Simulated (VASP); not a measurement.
**NaI: single point with PBE**

The system is NaI.

```
Na I
1.0
     0.00000    3.23640    3.23640
     3.23640    0.00000    3.23640
     3.23640    3.23640    0.00000
Na I
1 1
Direct
  0.00000 0.00000 0.00000
  0.50386 0.50386 0.49614
```

This cell differs from its parent crystal: all I atoms moved +0.025 Å, as atom 2 along Cartesian [0 0 1].

```
Program                : VASP 6.6.1
Task                   : single point
Functional             : PBE
Potentials or basis    : VASP PAW PBE potentials, release 64 (Na_pv, I)
Cutoff                 : 520 eV
k mesh                 : 6 × 6 × 6
Occupations            : gaussian, width 0.05 eV
Spin                   : no spin polarisation
Dipole correction      : no
Further INCAR settings : ALGO = Normal; EDIFF = 1e-07; NBANDS = 14
```

```yaml
Pressure: 0.4 GPa
Largest_force: 0.022 eV/Å
Band_gap_on_the_k_mesh: 3.64 eV
```

Forces in eV/Å, atoms in the order of the input:
```
Na   0.000  0.000  0.022
I    0.000  0.000 -0.022
```

Levels at points of the mesh, in eV from the valence-band top:
| k point | band 4 | band 5 | band 6 | band 7 | band 8 | band 9 | band 10 | band 11 |
| --- | --- | --- | --- | --- | --- | --- | --- | --- |
| (0.00, 0.00, 0.00) | -11.02 | 0.00 | 0.00 | 0.00 | 3.64 | 7.93 | 7.93 | 7.93 |
| (0.50, 0.00, 0.00) | -10.70 | -2.18 | -0.28 | -0.28 | 5.09 | 7.44 | 7.44 | 8.73 |
| (0.50, 0.50, 0.00) | -10.63 | -1.90 | -0.74 | -0.74 | 4.49 | 5.55 | 9.87 | 11.30 |
| (0.00, 0.50, 0.50) | -10.63 | -1.90 | -0.74 | -0.74 | 4.49 | 5.55 | 9.87 | 11.30 |

Wall time 40 s on 1 thread of Intel Xeon 8259CL, with other jobs on the host, peak memory 0.21 GiB.

Caveat: the cell differs from its parent crystal (all I atoms moved +0.025 Å, as atom 2 along Cartesian [0 0 1]); spin-orbit coupling is left out, which moves the levels of the heavy elements.
